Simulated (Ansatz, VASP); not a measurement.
One calculation of InAs, two programs

File INCAR:

```
AGGAC    = 1.0          
AGGAX    = 1.0          
ALDAC    = 0.0          
ALDAX    = 1.0          
ALGO     = Normal         # electronic algorithm
EDIFF    = 1E-6           # SCF threshold, eV
EDIFFG   = -0.01          # ionic threshold
ENCUT    = 600            # plane-wave cutoff, eV
GGA      = B5             # functional
IBRION   = 2              # ionic algorithm
ISIF     = 3              # what is computed and relaxed
ISMEAR   = -1             # smearing method
IVDW     = 12             # dispersion correction
LASPH    = True           # aspherical terms in the spheres
LCHARG   = False          # write CHGCAR
LREAL    = False          # projectors in reciprocal space
LWAVE    = False          # write WAVECAR
NELM     = 80             # most SCF steps
NSW      = 80             # ionic steps
PREC     = Accurate       # precision mode
SIGMA    = 0.05           # smearing width, eV
VDW_A1   = 0.4298       
VDW_A2   = 4.2359       
VDW_S6   = 1.0          
VDW_S8   = 2.6996
```

KPOINTS

```
k-points
0
Gamma
  8 8 8
```

The input POSCAR:

```
InAs
1.0
    0.0000000000      3.0180000000      3.0180000000
    3.0180000000      0.0000000000      3.0180000000
    3.0180000000      3.0180000000      0.0000000000
In As
1 1
Direct
    0.0000000000      0.0000000000      0.0000000000
    0.7500000000      0.7500000000      0.7500000000
```

File input.yaml:

```yaml
crystal:
  lattice:
    - [0.0, 3.018, 3.018]
    - [3.018, 0.0, 3.018]
    - [3.018, 3.018, 0.0]
  atoms:
    - { symbol: In, position: [0.0, 0.0, 0.0] }
    - { symbol: As, position: [0.75, 0.75, 0.75] }
kpoints:
  mp_grid: { grid: [8, 8, 8] }
scf:
  occupations: { method: fermi_dirac, width: 0.05 }
hamiltonian:
  xc: blyp
  dispersion: d3bj
  pseudopotentials: { kind: all_electron, lapw: { basis_error: 0.001 } }
output:
  forces: true
  stress: true
relax:
  f_tol: 0.01
  max_steps: 60
  cell: {}
```

Alike in both runs: task relaxation of cell and atoms; functional BLYP; dispersion D3(BJ); k mesh 8 × 8 × 8; occupations fermi-dirac, width 0.05 eV; no spin polarisation.

|  | VASP | Ansatz |
| --- | --- | --- |
| version | VASP 6.6.1 | Ansatz 0.2.0 |
| potentials or method | VASP PAW PBE potentials, release 64 (In_d, As), cutoff 600 eV | all-electron LAPW, scalar-relativistic |

|  | VASP | Ansatz | Ansatz less VASP |
| --- | --- | --- | --- |
| relaxed volume (Å³/atom) | 28.77 | 28.67 | -0.095 |
| relaxed cell length with the largest relative difference (Å) | 4.333 | 4.329 | -0.0048 |

VASP's potentials were made for PBE, not for BLYP. Ansatz ran all-electron here, and VASP with PAW potentials.
